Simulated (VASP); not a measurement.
# Pb in VASP: a series of runs

The runs below take Pb through single point, with PBE.

Program: VASP 6.6.1. These are calculated values, not measurements. Logs are shortened: lines on timing, memory, paths and dates and some standing lists are left out, and cuts for length are marked.

## Step 1: The cell of the first run

The cell holds a slab with vacuum, 5 atoms: a = 3.565 Å, b = 3.565 Å, c = 25.084 Å, α = 90.00°, β = 90.00°, γ = 90.00°.

## Step 2: Single point, PBE

INCAR

```
PREC = Accurate
ENCUT = 520
EDIFF = 1E-7
ISMEAR = 0
SIGMA = 0.1
LREAL = F
LASPH = T
NELM = 80
ALGO = Fast
ISIF = 2
LWAVE = F
LCHARG = T
LDIPOL = T
IDIPOL = 3
DIPOL = 0.5 0.5 0.500
GGA = PE
LELF = T
LVHAR = T
LVACPOTAV = T
NBANDS = 43
```

KPOINTS

```
regular mesh
0
Gamma
  10 10 1
```

POSCAR

```
Pb
1.0
    3.5652332684      0.0000000000      0.0000000000
    0.0000000000      3.5652332684      0.0000000000
    0.0000000000      0.0000000000     25.0840024825
Pb
5
Direct
    0.5000000000      0.5000000000      0.2989953459
    0.0000000000      0.0000000000      0.3994976730
    0.5000000000      0.5000000000      0.5000000000
    0.0000000000      0.0000000000      0.6005023270
    0.5000000000      0.5000000000      0.7010046541
```

Potentials or basis: VASP PAW PBE potentials, release 64 (Pb_d).

Command:

```console
$ cat potpaw_PBE.64/Pb_d/POTCAR > POTCAR
$ mpirun -np 1 vasp_std > vasp.out
```

OUTCAR:

```text
PREC = Accurate
   ENCUT = 520
   EDIFF = 1E-7
   ISMEAR = 0
   LREAL = F
   LASPH = T
   NELM = 80
   ISIF = 2
   GGA = PE

 ion  position               nearest neighbor table
   1  0.500  0.500  0.299-   2 3.57   2 3.57   2 3.57   2 3.57
   2  0.000  0.000  0.399-   3 3.57   3 3.57   3 3.57   3 3.57   1 3.57   1 3.57   1 3.57   1 3.57

   3  0.500  0.500  0.500-   2 3.57   4 3.57   2 3.57   4 3.57   2 3.57   4 3.57   2 3.57   4 3.57

   4  0.000  0.000  0.601-   3 3.57   3 3.57   3 3.57   3 3.57   5 3.57   5 3.57   5 3.57   5 3.57

   5  0.500  0.500  0.701-   4 3.57   4 3.57   4 3.57   4 3.57

  LATTYP: Found a simple tetragonal cell.
 ALAT       =     3.5652332684
 C/A-ratio  =     7.0357254615

  Lattice vectors:

 A1 = (   3.5652332684,   0.0000000000,   0.0000000000)
 A2 = (   0.0000000000,   3.5652332684,   0.0000000000)
 A3 = (   0.0000000000,   0.0000000000,  25.0840024825)

Analysis of symmetry for initial positions (statically):
=====================================================================
 Subroutine PRICEL returns:
 Original cell was already a primitive cell.

 Routine SETGRP: Setting up the symmetry group for a
 simple tetragonal supercell.

 Subroutine GETGRP returns: Found 16 space group operations
 (whereof 16 operations were pure point group operations)
 out of a pool of 16 trial point group operations.

The static configuration has the point symmetry D_4h.

Analysis of symmetry for dynamics (positions and initial velocities):
=====================================================================
 Subroutine PRICEL returns:
 Original cell was already a primitive cell.

 Routine SETGRP: Setting up the symmetry group for a
 simple tetragonal supercell.

 Subroutine GETGRP returns: Found 16 space group operations
 (whereof 16 operations were pure point group operations)
 out of a pool of 16 trial point group operations.

The dynamic configuration has the point symmetry D_4h.

 Subroutine INISYM returns: Found 16 space group operations
 (whereof 16 operations are pure point group operations),
 and found     1 'primitive' translations

----------------------------------------------------------------------------------------

                                     Primitive cell

  volume of cell :     318.8400

  direct lattice vectors                    reciprocal lattice vectors
     3.565233268  0.000000000  0.000000000     0.280486556  0.000000000  0.000000000
     0.000000000  3.565233268  0.000000000     0.000000000  0.280486556  0.000000000
[... 95 lines left out ...]
   POTIM  = 0.5000    time-step for ionic-motion
   TEBEG  =    0.0;   TEEND  =   0.0 temperature during run
   PSTRESS=    0.0 pullay stress
   NELECT =      70.0000    total number of electrons
   NUPDOWN=      -1.0000    fix difference up-down
   EMIN   =  10.00;   EMAX   =-10.00  energy-range for DOS
   EFERMI =   0.00;   METHOD = LEGACY
   ISMEAR =     0;   SIGMA  =   0.10  broadening in eV -4-tet -1-fermi 0-gaus
   EFERMI_NEDOS =   21; number of points for ismear=-14 and -15
   IALGO  =     68    algorithm
   IMIX   =      4    mixing-type and parameters
     AMIX     =   0.40;   BMIX     =  1.00
     AMIX_MAG =   1.60;   BMIX_MAG =  1.00
  volume/ion in A,a.u.               =      63.77       430.33
  Fermi-wavevector in a.u.,A,eV,Ry     =   0.987605  1.866303 13.270627  0.975364
  Thomas-Fermi vector in A             =   2.119071
   LORBIT       =      0    0 simple, 1 ext, 2 COOP (PROOUT), +10 PAW based schemes
   GGA     = PE    functional components
   LHFCALC =     F    Hartree Fock is set to
   AEXX    =    0.0000 exact exchange contribution
   IVDW    =     0    specifies the selected vdW correction
   LEPSILON=     F    determine dielectric tensor
   LRPA    =     F    only Hartree local field effects (RPA)
 non-spin polarized calculation
 RMM-DIIS sequential band-by-band and
 Gauss-broadening in eV      SIGMA  =   0.10
  energy-cutoff  :      520.00
  volume of cell :      318.84
 maximum number of plane-waves:      8626
 NGX is ok and might be reduce to    28
   NGX = 13   NGY = 13   NGZ = 93

 number of electron      70.0000016 magnetization

 dipolmoment           0.000000      0.000000     -0.000000 electrons x Angstroem

 Free energy of the ion-electron system (eV)
  ---------------------------------------------------
  ext. energy  EPLUGINS =         0.00000000
  ---------------------------------------------------
  free energy    TOTEN  =       -17.22080154 eV

  energy without entropy =      -17.19493997  energy(sigma->0) =      -17.20787075

 E-fermi :   1.5375     XC(G=0):  -5.6194

 val. band max:        1.5348460686   @ k =   0.5000   0.4000   0.0000
 cond. band min:       1.5427919235   @ k =   0.2000   0.0000   0.0000
 fundamental gap:      0.0079458549
 Fermi energy:         1.5375372647

 k-point     1 :       0.0000    0.0000    0.0000
  band No.  band energies     occupation
      1     -15.6459      2.00000
      2     -15.6266      2.00000
      3     -15.6122      2.00000
      4     -15.5757      2.00000
      5     -15.5631      2.00000
      6     -15.5312      2.00000
[... 955 lines left out ...]
     42       2.9375      0.00000
     43       2.9379      0.00000

------------------------ aborting loop because EDIFF is reached ----------------------------------------

  FORCE on cell =-STRESS in cart. coord.  units (eV):
  Direction    XX          YY          ZZ          XY          YZ          ZX
  --------------------------------------------------------------------------------------
  -------------------------------------------------------------------------------------
  Total       -1.9303256     -1.9303256     -1.0545349      0.0000000      0.0000000      0.0000000
  in kB       -9.6999261     -9.6999261     -5.2990595      0.0000000      0.0000000      0.0000000
  external PRESSURE =      -8.2329706 kB  Pullay stress =       0.0000000 kB

 VOLUME and BASIS-vectors are now :
 -----------------------------------------------------------------------------
  energy-cutoff  :      520.00
  volume of cell :      318.84
      direct lattice vectors                 reciprocal lattice vectors
     3.565233268  0.000000000  0.000000000     0.280486556  0.000000000  0.000000000
     0.000000000  3.565233268  0.000000000     0.000000000  0.280486556  0.000000000
     0.000000000  0.000000000 25.084002483     0.000000000  0.000000000  0.039866046

 POSITION                                       TOTAL-FORCE (eV/Angst)
 -----------------------------------------------------------------------------------
      1.78262      1.78262      7.50000         0.000000      0.000000      0.187111
      0.00000      0.00000     10.02100        -0.000000      0.000000     -0.179882
      1.78262      1.78262     12.54200         0.000000      0.000000      0.000000
      0.00000      0.00000     15.06300         0.000000      0.000000      0.179882
      1.78262      1.78262     17.58400         0.000000      0.000000     -0.187111
 -----------------------------------------------------------------------------------
    total drift:                                0.000000      0.000000      0.000000

  FREE ENERGIE OF THE ION-ELECTRON SYSTEM (eV)
  ---------------------------------------------------
  free  energy   TOTEN  =       -17.2208015394 eV

  energy  without entropy=      -17.1949399677  energy(sigma->0) =      -17.20787075

 vacuum level on the upper side and lower side of the slab         5.233         5.233
```

OSZICAR:

```text
N       E                     dE             d eps       ncg     rms          rms(c)
DAV:   1     0.819739165107E+03    0.81974E+03   -0.32910E+04  1878   0.158E+03
DAV:   2     0.652142043845E+02   -0.75452E+03   -0.74489E+03  1890   0.451E+02
DAV:   3    -0.132168517972E+02   -0.78431E+02   -0.77708E+02  2138   0.193E+02
[... 14 lines left out ...]
RMM:  18    -0.172207937830E+02   -0.18079E-04   -0.13355E-06  1582   0.458E-03    0.511E-04
RMM:  19    -0.172207991723E+02   -0.53893E-05   -0.32569E-07  1464   0.343E-03    0.191E-04
RMM:  20    -0.172208010114E+02   -0.18391E-05   -0.12369E-07  1364   0.207E-03    0.158E-04
RMM:  21    -0.172208015098E+02   -0.49835E-06   -0.53804E-08  1308   0.196E-03    0.938E-05
RMM:  22    -0.172208015394E+02   -0.29628E-07   -0.20954E-08  1243   0.131E-03
   1 F= -.17220802E+02 E0= -.17207871E+02  d E =-.258616E-01
```

stdout:

```text
POSCAR found type information on POSCAR Pb
 POSCAR found :  1 types and       5 ions
 scaLAPACK will be used
 LDA part: xc-table for (Slater+PW92), standard interpolation
 POSCAR, INCAR and KPOINTS ok, starting setup
 FFT: planning ... GRIDC
 FFT: planning ... GRID_SOFT
 FFT: planning ... GRID
 WAVECAR not read
 entering main loop
 -----------------------------------------------------------------------------
|                                                                             |
|           W    W    AA    RRRRR   N    N  II  N    N   GGGG   !!!           |
|           W    W   A  A   R    R  NN   N  II  NN   N  G    G  !!!           |
|           W    W  A    A  R    R  N N  N  II  N N  N  G       !!!           |
|           W WW W  AAAAAA  RRRRR   N  N N  II  N  N N  G  GGG   !            |
|           WW  WW  A    A  R   R   N   NN  II  N   NN  G    G                |
|           W    W  A    A  R    R  N    N  II  N    N   GGGG   !!!           |
|                                                                             |
|     Did not find any points to average over, which means that no vacuum     |
|     field-free region was found. Please increase the size of  your cell     |
|     in the dimension of the dipole correction to obtain accurate            |
|     workfunction values.                                                    |
|                                                                             |
 -----------------------------------------------------------------------------
```

Run time: 5.2 min. Hardware: 1 thread of Intel Xeon 6975P-C (Granite Rapids), shared host; peak memory 0.49 GiB.

Results:

- Free energy: -17.2208 eV
- Largest force: 0.187 eV/Å
- Band gap on the k mesh: zero (bands 35 and 36 overlap by 3.33 eV)

Forces on the atoms (eV/Å):
```
Pb   0.000  0.000  0.187
Pb   0.000  0.000 -0.180
Pb   0.000  0.000  0.000
Pb   0.000  0.000  0.180
Pb   0.000  0.000 -0.187
```

Levels at points of the mesh, in eV from the Fermi level:
```
           k point  band 33  band 34  band 35  band 36  band 37  band 38
(0.00, 0.00, 0.00)     0.73     2.22     2.22     2.51     2.91     2.91
(0.50, 0.00, 0.00)    -2.64    -2.19    -1.49     0.53     1.53     1.96
(0.50, 0.50, 0.00)    -2.14    -2.14    -1.11    -1.11     0.18     0.18
```

Caveat: spin-orbit coupling is left out, which moves the levels of the heavy elements.

## Step 3: Single point, PBE

INCAR

```
ALGO = Fast
DIPOL = 0.5 0.5 0.500
EDIFF = 1E-7
ENCUT = 520
GGA = PE
IDIPOL = 3
ISIF = 2
ISMEAR = 0
LASPH = True
LCHARG = False
LDIPOL = True
LREAL = False
LWAVE = False
NBANDS = 43
NELM = 80
PREC = Accurate
SIGMA = 0.1
```

KPOINTS

```
k-points
0
Gamma
  10 10 1
```

POSCAR

```
Pb
1.0
    3.5652332684      0.0000000000      0.0000000000
    0.0000000000      3.5652332684      0.0000000000
    0.0000000000      0.0000000000     25.0840024825
Pb
5
Direct
    0.5000000000      0.5000000000      0.3052211385
    0.0000000000      0.0000000000      0.3976644241
    0.5000000000      0.5000000000      0.5000000123
    0.0000000000      0.0000000000      0.6023355701
    0.5000000000      0.5000000000      0.6947788551
```

Potentials or basis: VASP PAW PBE potentials, release 64 (Pb_d).

Command:

```console
$ cat potpaw_PBE.64/Pb_d/POTCAR > POTCAR
$ mpirun -np 1 vasp_std > vasp.out
```

Run time: 4.8 min. Hardware: 1 thread of Intel Xeon 6975P-C (Granite Rapids), shared host; peak memory 0.49 GiB.

The run converged. Its results:

```yaml
Free_energy: -17.2624 eV
Largest_force: 0.006 eV/Å
Band_gap_on_the_k_mesh: zero (bands 35 and 36 overlap by 3.27 eV)
```

Forces on the atoms (eV/Å):
```
Pb   0.000  0.000 -0.006
Pb   0.000  0.000  0.000
Pb   0.000  0.000  0.000
Pb   0.000  0.000  0.000
Pb   0.000  0.000  0.006
```

Levels at points of the mesh, in eV from the Fermi level:
| k point | band 32 | band 33 | band 34 | band 35 | band 36 | band 37 | band 38 | band 39 |
| --- | --- | --- | --- | --- | --- | --- | --- | --- |
| (0.00, 0.00, 0.00) | -0.96 | 0.90 | 2.10 | 2.10 | 2.62 | 2.62 | 2.65 | 3.56 |
| (0.50, 0.00, 0.00) | -3.39 | -2.67 | -2.25 | -1.33 | 0.59 | 1.82 | 2.30 | 3.61 |
| (0.50, 0.50, 0.00) | -2.93 | -2.41 | -2.41 | -1.17 | -1.17 | 0.43 | 0.43 | 0.56 |

Caveat: spin-orbit coupling is left out, which moves the levels of the heavy elements.
